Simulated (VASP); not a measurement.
## C: relaxation of cell and atoms with PBE

The system is C.

```xyz
5
Lattice="3.4214 0.0000 0.0000 0.0000 3.4214 0.0000 0.0000 0.0000 3.2307" Properties=species:S:1:pos:R:3 pbc="T T T"
C     0.0000    0.9630    2.0255
C     0.9630    0.0000    1.2052
C     2.4583    0.0000    1.2052
C     0.0000    2.4583    2.0255
C     0.0000    0.0000    0.0000
```

* Program: VASP 6.6.1
* Task: relaxation of cell and atoms
* Functional: PBE
* Potentials or basis: VASP PAW PBE potentials, release 64 (C)
* Cutoff: 600 eV
* k mesh: 8 × 8 × 8
* Occupations: gaussian, width 0.02 eV
* Spin: no spin polarisation
* Dipole correction: no
* Further INCAR settings: ALGO = Normal; EDIFF = 1e-06; IBRION = 2; EDIFFG = -0.01; NSW = 100; ISIF = 3

```
Relaxed volume                         : 7.57 Å³/atom
Relaxed cell                           : a = 3.422 Å, b = 3.422 Å, c = 3.232 Å, α = 90.00°, β = 90.00°, γ = 90.00°
Space group after relaxing (to 0.05 Å) : P-4m2 (No. 115)
Energy gained by relaxing              : 0.0 meV/atom
Ionic steps                            : 5
Pressure after relaxing                : 0.0 GPa
Band gap on the k mesh                 : 1.82 eV, indirect (least direct gap 2.09 eV)
```

Step by step:
| step | energy change (eV) | largest force (eV/Å) | pressure (GPa) | volume (Å³) |
| --- | --- | --- | --- | --- |
| 1 | 0.0000 | 0.0685 | 0.30 | 37.82 |
| 2 | 0.0009 | 0.2104 | -0.67 | 37.90 |
| 3 | -0.0001 | 0.0212 | 0.04 | 37.84 |
| 4 | -0.0001 | 0.0211 | -0.06 | 37.85 |
| 5 | -0.0002 | 0.0012 | -0.01 | 37.85 |

Final structure:
```
C
1.0
     3.42188    0.00000    0.00000
     0.00000    3.42188    0.00000
     0.00000    0.00000    3.23208
C
5
Direct
  0.00000 0.28164 0.62724
  0.28164 0.00000 0.37276
  0.71836 0.00000 0.37276
  0.00000 0.71836 0.62724
  0.00000 0.00000 0.00000
```

Levels at points of the mesh, in eV from the valence-band top:
| k point | band 6 | band 7 | band 8 | band 9 | band 10 | band 11 | band 12 | band 13 | band 14 |
| --- | --- | --- | --- | --- | --- | --- | --- | --- | --- |
| (0.00, 0.00, 0.00) | -8.94 | -8.25 | -1.41 | -1.41 | -0.44 | 6.01 | 6.21 | 6.21 | 7.67 |
| (0.50, 0.00, 0.00) | -7.41 | -4.56 | -3.61 | -3.25 | -0.69 | 4.84 | 5.91 | 7.31 | 7.53 |
| (0.50, 0.50, 0.00) | -6.59 | -3.66 | -3.66 | -2.80 | -2.80 | 4.83 | 6.49 | 6.49 | 7.95 |
| (0.00, 0.00, 0.50) | -7.43 | -5.17 | -5.17 | -3.01 | 0.00 | 3.33 | 7.80 | 7.84 | 7.84 |
| (0.50, 0.00, 0.50) | -6.27 | -4.81 | -3.09 | -1.82 | -1.60 | 5.68 | 6.23 | 6.45 | 9.13 |
| (0.50, 0.50, 0.50) | -7.59 | -5.80 | -0.75 | -0.75 | -0.28 | 1.82 | 8.24 | 8.72 | 8.72 |

Wall time 39 s on 1 thread of Intel(R) Xeon(R) 6975P-C (Granite Rapids) (shared host), peak memory 0.17 GiB.

A k mesh can miss the band edges.
